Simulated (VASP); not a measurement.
# Ta3N (Im-3m) in VASP: single point with PBE

Aim: the single point of Ta3N with PBE.

Everything below comes from runs of VASP 6.6.1. Logs are shortened: lines on timing, memory, paths and dates and some standing lists are left out, and cuts for length are marked.

### 1 The cell of the first run

It takes space group Im-3m (No. 229, cubic). The conventional cell has a = 5.187 Å, b = 5.187 Å, c = 5.187 Å, α = 90.00°, β = 90.00°, γ = 90.00°. Within 3.4 Å of Ta (site symmetry 4/mmm) lie 4 Ta at 2.59 Å and 2 N at 2.59 Å. N (site symmetry m-3m) has 6 Ta at 2.59 Å within 3.4 Å.

### 2 Single point, PBE

Contents of INCAR:

```
PREC = Accurate
ENCUT = 520
EDIFF = 1E-7
ISMEAR = 0
SIGMA = 0.1
LREAL = F
LASPH = T
NELM = 60
ALGO = Normal
ISIF = 2
LWAVE = F
LCHARG = F
GGA = PE
NBANDS = 27
```

Contents of KPOINTS:

```
regular mesh
0
Gamma
  6 6 6
```

Contents of POSCAR:

```
Ta3N
1.0
   -2.5936163600      2.5936163600      2.5936163600
    2.5936163600     -2.5936163600      2.5936163600
    2.5936163600      2.5936163600     -2.5936163600
Ta N
3 1
Direct
    0.0000000000      0.5000000000      0.5000000000
    0.5000000000      0.0000000000      0.5000000000
    0.5000000000      0.5000000000      0.0000000000
    0.0000000000      0.0000000000      0.0000000000
```

Potentials or basis: VASP PAW PBE potentials, release 64 (Ta_pv, N).

Started as:

```sh
$ cat potpaw_PBE.64/Ta_pv/POTCAR potpaw_PBE.64/N/POTCAR > POTCAR
$ mpirun -np 1 vasp_std > vasp.out
```

OUTCAR:

```text
PREC = Accurate
   ENCUT = 520
   EDIFF = 1E-7
   ISMEAR = 0
   LREAL = F
   LASPH = T
   NELM = 60
   ISIF = 2
   GGA = PE

 ion  position               nearest neighbor table
   1  0.000  0.500  0.500-   2 2.59   3 2.59   4 2.59   4 2.59   3 2.59   2 2.59
   2  0.500  0.000  0.500-   1 2.59   3 2.59   4 2.59   3 2.59   4 2.59   1 2.59
   3  0.500  0.500  0.000-   1 2.59   2 2.59   4 2.59   2 2.59   1 2.59   4 2.59
   4  0.000  0.000  0.000-   1 2.59   2 2.59   3 2.59   1 2.59   2 2.59   3 2.59

  LATTYP: Found a body centered cubic cell.
 ALAT       =     5.1872327200

  Lattice vectors:

 A1 = (  -2.5936163600,   2.5936163600,   2.5936163600)
 A2 = (   2.5936163600,  -2.5936163600,   2.5936163600)
 A3 = (   2.5936163600,   2.5936163600,  -2.5936163600)

Analysis of symmetry for initial positions (statically):
=====================================================================
 Subroutine PRICEL returns:
 Original cell was already a primitive cell.

 Routine SETGRP: Setting up the symmetry group for a
 body centered cubic supercell.

 Subroutine GETGRP returns: Found 48 space group operations
 (whereof 48 operations were pure point group operations)
 out of a pool of 48 trial point group operations.

The static configuration has the point symmetry O_h .

Analysis of symmetry for dynamics (positions and initial velocities):
=====================================================================
 Subroutine PRICEL returns:
 Original cell was already a primitive cell.

 Routine SETGRP: Setting up the symmetry group for a
 body centered cubic supercell.

 Subroutine GETGRP returns: Found 48 space group operations
 (whereof 48 operations were pure point group operations)
 out of a pool of 48 trial point group operations.

The dynamic configuration has the point symmetry O_h .

 Subroutine INISYM returns: Found 48 space group operations
 (whereof 48 operations are pure point group operations),
 and found     1 'primitive' translations

----------------------------------------------------------------------------------------

                                     Primitive cell

  volume of cell :      69.7874

  direct lattice vectors                    reciprocal lattice vectors
    -2.593616360  2.593616360  2.593616360     0.000000000  0.192781017  0.192781017
     2.593616360 -2.593616360  2.593616360     0.192781017  0.000000000  0.192781017
     2.593616360  2.593616360 -2.593616360     0.192781017  0.192781017  0.000000000

  length of vectors
     4.492275311  4.492275311  4.492275311     0.272633529  0.272633529  0.272633529

  position of ions in fractional coordinates (direct lattice)
     0.000000000  0.500000000  0.500000000
     0.500000000  0.000000000  0.500000000
     0.500000000  0.500000000  0.000000000
     0.000000000  0.000000000  0.000000000

  ion indices of the primitive-cell ions
   primitive index   ion index
                 1           1
                 2           2
                 3           3
                 4           4

----------------------------------------------------------------------------------------

 KPOINTS: regular mesh

Automatic generation of k-mesh.
 Grid dimensions read from file:
 generate k-points for:    6    6    6

 Generating k-lattice:

  Cartesian coordinates                     Fractional coordinates (reciprocal lattice)
     0.000000000  0.032130170  0.032130170     0.166666667  0.000000000  0.000000000
     0.032130170  0.000000000  0.032130170     0.000000000  0.166666667  0.000000000
     0.032130170  0.032130170  0.000000000     0.000000000  0.000000000  0.166666667

  Length of vectors
     0.045438922  0.045438922  0.045438922

  Shift w.r.t. Gamma in fractional coordinates (k-lattice)
     0.000000000  0.000000000  0.000000000

 Subroutine IBZKPT returns following result:
 ===========================================

 Found     16 irreducible k-points:

 Following reciprocal coordinates:
            Coordinates               Weight
  0.000000  0.000000  0.000000      1.000000
  0.166667  0.000000  0.000000     12.000000
  0.333333  0.000000  0.000000     12.000000
  0.500000  0.000000  0.000000      6.000000
  0.166667  0.166667  0.000000     24.000000
  0.333333  0.166667  0.000000     48.000000
[... 8 lines left out ...]
  0.500000  0.500000  0.333333     12.000000
  0.500000  0.500000  0.500000      1.000000
   k-points           NKPTS =     16   k-points in BZ     NKDIM =     16   number of bands    NBANDS=     27
   number of dos      NEDOS =    301   number of ions     NIONS =      4
   total plane-waves  NPLWV =  46656
   dimension x,y,z NGX =    36 NGY =   36 NGZ =   36
   dimension x,y,z NGXF=    72 NGYF=   72 NGZF=   72
   ions per type =               3   1
   NGX,Y,Z   is equivalent  to a cutoff of  13.32, 13.32, 13.32 a.u.
   NGXF,Y,Z  is equivalent  to a cutoff of  26.65, 26.65, 26.65 a.u.
 SYSTEM =  unknown system
   PREC   = accura    normal or accurate (medium, high low for compatibility)
   ISTART =      0    job   : 0-new  1-cont  2-samecut
   ICHARG =      2    charge: 1-file 2-atom 10-const
   ISPIN  =      1    spin polarized calculation?
   LNONCOLLINEAR =      F non collinear calculations
   LSORBIT =      F    spin-orbit coupling
   LASPH  =      T    aspherical Exc in radial PAW
   ENCUT  =  520.0 eV  38.22 Ry    6.18 a.u.   8.35  8.35  8.35*2*pi/ulx,y,z
   NELM   =     60;   NELMIN=  2; NELMDL= -5     # of ELM steps
   EDIFF  = 0.1E-06   stopping-criterion for ELM
   LREAL  =      F    real-space projection
   EDIFFG = 0.1E-05   stopping-criterion for IOM
   NSW    =      0    number of steps for IOM
   IBRION =     -1    ionic relax: 0-MD 1-quasi-New 2-CG
   NFREE  =      0    steps in history (QN), initial steepest desc. (CG)
   ISIF   =      2    stress and relaxation
   ISYM   =      2    0-nonsym 1-usesym 2-fastsym
   POTIM  = 0.5000    time-step for ionic-motion
   TEBEG  =    0.0;   TEEND  =   0.0 temperature during run
   PSTRESS=    0.0 pullay stress
   NELECT =      38.0000    total number of electrons
   NUPDOWN=      -1.0000    fix difference up-down
   EMIN   =  10.00;   EMAX   =-10.00  energy-range for DOS
   EFERMI =   0.00;   METHOD = LEGACY
   ISMEAR =     0;   SIGMA  =   0.10  broadening in eV -4-tet -1-fermi 0-gaus
   EFERMI_NEDOS =   21; number of points for ismear=-14 and -15
   IALGO  =     38    algorithm
   IMIX   =      4    mixing-type and parameters
     AMIX     =   0.40;   BMIX     =  1.00
     AMIX_MAG =   1.60;   BMIX_MAG =  1.00
  volume/ion in A,a.u.               =      17.45       117.74
  Fermi-wavevector in a.u.,A,eV,Ry     =   1.336832  2.526247 24.315256  1.787121
  Thomas-Fermi vector in A             =   2.465428
   LORBIT       =      0    0 simple, 1 ext, 2 COOP (PROOUT), +10 PAW based schemes
   GGA     = PE    functional components
   LHFCALC =     F    Hartree Fock is set to
   AEXX    =    0.0000 exact exchange contribution
   IVDW    =     0    specifies the selected vdW correction
   LEPSILON=     F    determine dielectric tensor
   LRPA    =     F    only Hartree local field effects (RPA)
 non-spin polarized calculation
 Gauss-broadening in eV      SIGMA  =   0.10
  energy-cutoff  :      520.00
  volume of cell :       69.79
 maximum number of plane-waves:      1926
 NGX is ok and might be reduce to    36
   NGX = 17   NGY = 17   NGZ = 17

 number of electron      38.0000003 magnetization

 Free energy of the ion-electron system (eV)
  ---------------------------------------------------
  ext. energy  EPLUGINS =         0.00000000
  ---------------------------------------------------
  free energy    TOTEN  =       -38.95859761 eV

  energy without entropy =      -38.94892404  energy(sigma->0) =      -38.95376083

 E-fermi :   4.8471     XC(G=0): -11.7780

 val. band max:        4.8329876637   @ k =  -0.3333   0.3333   0.1667
 cond. band min:       5.0630747157   @ k =   0.3333   0.1667   0.0000
 fundamental gap:      0.2300870520
 Fermi energy:         4.8471494180

 k-point     1 :       0.0000    0.0000    0.0000
  band No.  band energies     occupation
      1     -30.4048      2.00000
      2     -30.4048      2.00000
      3     -30.4048      2.00000
      4     -29.6778      2.00000
      5     -29.6778      2.00000
      6     -29.6778      2.00000
[... 19 lines left out ...]
     26      10.2995      0.00000
     27      10.2995      0.00000

 k-point     2 :       0.1667    0.0000    0.0000
  band No.  band energies     occupation
      1     -30.4069      2.00000
      2     -30.3009      2.00000
      3     -30.2941      2.00000
      4     -29.6896      2.00000
      5     -29.6758      2.00000
      6     -29.6705      2.00000
[... 19 lines left out ...]
     26       8.9950      0.00000
     27       9.7829      0.00000

 k-point     3 :       0.3333    0.0000    0.0000
  band No.  band energies     occupation
      1     -30.4113      2.00000
      2     -30.0135      2.00000
      3     -29.9903      2.00000
      4     -29.7085      2.00000
      5     -29.6716      2.00000
      6     -29.6537      2.00000
[... 19 lines left out ...]
     26       8.6156      0.00000
     27       9.4109      0.00000

 k-point     4 :       0.5000    0.0000    0.0000
  band No.  band energies     occupation
      1     -30.4134      2.00000
      2     -29.7767      2.00000
      3     -29.7014      2.00000
      4     -29.6696      2.00000
      5     -29.5690      2.00000
      6     -29.5623      2.00000
[... 19 lines left out ...]
     26       7.5999      0.00000
     27       9.3181      0.00000

 k-point     5 :       0.1667    0.1667    0.0000
  band No.  band energies     occupation
      1     -30.3058      2.00000
      2     -30.2997      2.00000
      3     -29.9940      2.00000
      4     -29.7112      2.00000
      5     -29.6642      2.00000
      6     -29.6641      2.00000
[... 19 lines left out ...]
     26       8.9110      0.00000
     27       9.0607      0.00000

 k-point     6 :       0.3333    0.1667    0.0000
  band No.  band energies     occupation
      1     -30.3079      2.00000
      2     -30.0167      2.00000
      3     -29.7524      2.00000
      4     -29.6701      2.00000
      5     -29.6455      2.00000
      6     -29.5631      2.00000
[... 204 lines left out ...]
      1     -30.3340      2.00000
      2     -30.3276      2.00000
      3     -30.0606      2.00000
      4     -29.6638      2.00000
      5     -29.6368      2.00000
      6     -29.6038      2.00000
[... 19 lines left out ...]
     26       8.6474      0.00000
     27       8.8186      0.00000

 k-point    14 :      -0.3333    0.3333    0.3333
  band No.  band energies     occupation
      1     -30.4417      2.00000
      2     -30.4417      2.00000
      3     -30.0776      2.00000
      4     -29.6440      2.00000
      5     -29.6440      2.00000
      6     -29.5965      2.00000
[... 19 lines left out ...]
     26       9.0191      0.00000
     27       9.0191      0.00000

 k-point    15 :       0.5000    0.5000    0.3333
  band No.  band energies     occupation
      1     -30.4515      2.00000
      2     -30.3555      2.00000
      3     -30.3491      2.00000
      4     -29.6352      2.00000
      5     -29.6350      2.00000
      6     -29.6173      2.00000
[... 19 lines left out ...]
     26       8.3957      0.00000
     27       8.6908      0.00000

 k-point    16 :       0.5000    0.5000    0.5000
  band No.  band energies     occupation
      1     -30.4634      2.00000
      2     -30.4634      2.00000
      3     -30.4634      2.00000
      4     -29.6244      2.00000
      5     -29.6244      2.00000
      6     -29.6244      2.00000
[... 19 lines left out ...]
     26       8.5039      0.00000
     27       8.5039      0.00000

------------------------ aborting loop because EDIFF is reached ----------------------------------------

  FORCE on cell =-STRESS in cart. coord.  units (eV):
  Direction    XX          YY          ZZ          XY          YZ          ZX
  --------------------------------------------------------------------------------------
  -------------------------------------------------------------------------------------
  Total       -3.7160503     -3.7160503     -3.7160503      0.0000000      0.0000000     -0.0000000
  in kB      -85.3129517    -85.3129517    -85.3129517      0.0000000      0.0000000     -0.0000000
  external PRESSURE =     -85.3129517 kB  Pullay stress =       0.0000000 kB

 VOLUME and BASIS-vectors are now :
 -----------------------------------------------------------------------------
  energy-cutoff  :      520.00
  volume of cell :       69.79
      direct lattice vectors                 reciprocal lattice vectors
    -2.593616360  2.593616360  2.593616360     0.000000000  0.192781017  0.192781017
     2.593616360 -2.593616360  2.593616360     0.192781017  0.000000000  0.192781017
     2.593616360  2.593616360 -2.593616360     0.192781017  0.192781017  0.000000000

 POSITION                                       TOTAL-FORCE (eV/Angst)
 -----------------------------------------------------------------------------------
      2.59362      0.00000      0.00000         0.000000      0.000000     -0.000000
      0.00000      2.59362      0.00000        -0.000000     -0.000000      0.000000
      0.00000      0.00000      2.59362        -0.000000     -0.000000      0.000000
      0.00000      0.00000      0.00000         0.000000     -0.000000     -0.000000
 -----------------------------------------------------------------------------------
    total drift:                                0.000000      0.000000     -0.000000

  FREE ENERGIE OF THE ION-ELECTRON SYSTEM (eV)
  ---------------------------------------------------
  free  energy   TOTEN  =       -38.9585976134 eV

  energy  without entropy=      -38.9489240438  energy(sigma->0) =      -38.95376083
```

Run time: 36 s. Hardware: 1 thread of AMD EPYC 7R13 (Zen 3), shared host; peak memory 0.17 GiB.

What came out:

* Free energy: -38.9586 eV
* Pressure: -8.5 GPa
* Band gap on the k mesh: zero (band 19 reaches 4.83 eV, above the bottom of band 20 at 4.43 eV)

Levels at points of the mesh, in eV from the Fermi level:
```
           k point  band 17  band 18  band 19  band 20  band 21  band 22
(0.00, 0.00, 0.00)    -1.99    -1.99    -1.99     2.04     3.03     3.03
(0.50, 0.00, 0.00)    -1.00    -0.09    -0.04    -0.04     0.48     0.74
(0.50, 0.50, 0.50)    -2.20    -2.20    -2.20     2.20     2.37     2.37
```

Caveat: spin-orbit coupling is left out, which moves the levels of the heavy elements.
